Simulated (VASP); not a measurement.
# Ga4P3N: single point with PBE

The system is Ga4P3N.

```
N Ga P
1.0
    -2.63891    2.63891    5.21972
     2.63891   -2.63891    5.21972
     2.63891    2.63891   -5.21972
N Ga P
1 4 3
Direct
  0.00000 0.00000 0.00000
  0.66625 0.66625 0.56154
  0.89529 0.33375 0.00000
  0.10471 0.10471 0.43846
  0.33375 0.89529 0.00000
  0.25000 0.75000 0.50000
  0.50000 0.50000 0.00000
  0.75000 0.25000 0.50000
```

- Program: VASP 6.6.1
- Task: single point
- Functional: PBE
- Potentials or basis: VASP PAW PBE potentials, release 64 (N, Ga_d, P)
- Cutoff: 520 eV
- k mesh: 6 × 6 × 6
- Occupations: fermi-dirac, width 0.02 eV
- Spin: no spin polarisation

The pressure is 0.0 GPa. The largest force is 0.023 eV/Å and the band gap on the k mesh is 0.80 eV, direct.

Forces on the atoms (eV/Å):
```
N    0.000  0.000  0.000
Ga  -0.011 -0.011 -0.016
Ga   0.011 -0.011  0.016
Ga   0.011  0.011 -0.016
Ga  -0.011  0.011  0.016
P    0.000  0.000  0.000
P    0.000  0.000  0.000
P    0.000  0.000  0.000
```

Levels at points of the mesh, in eV from the valence-band top:
| k point | band 34 | band 35 | band 36 | band 37 | band 38 | band 39 |
| --- | --- | --- | --- | --- | --- | --- |
| (0.00, 0.00, 0.00) | -0.01 | -0.01 | 0.00 | 0.80 | 2.34 | 2.37 |
| (0.50, 0.00, 0.00) | -1.84 | -1.56 | -0.59 | 3.21 | 3.43 | 3.50 |
| (0.50, 0.50, 0.00) | -0.59 | -0.59 | -0.46 | 1.06 | 2.78 | 3.48 |
| (0.50, 0.50, 0.50) | -1.68 | -1.06 | -1.06 | 1.82 | 1.84 | 2.51 |

It took 3 min on 1 thread of Intel(R) Xeon(R) 6975P-C (Granite Rapids), with other jobs on the host, peak memory 0.4 GiB.

A k mesh can miss the band edges.
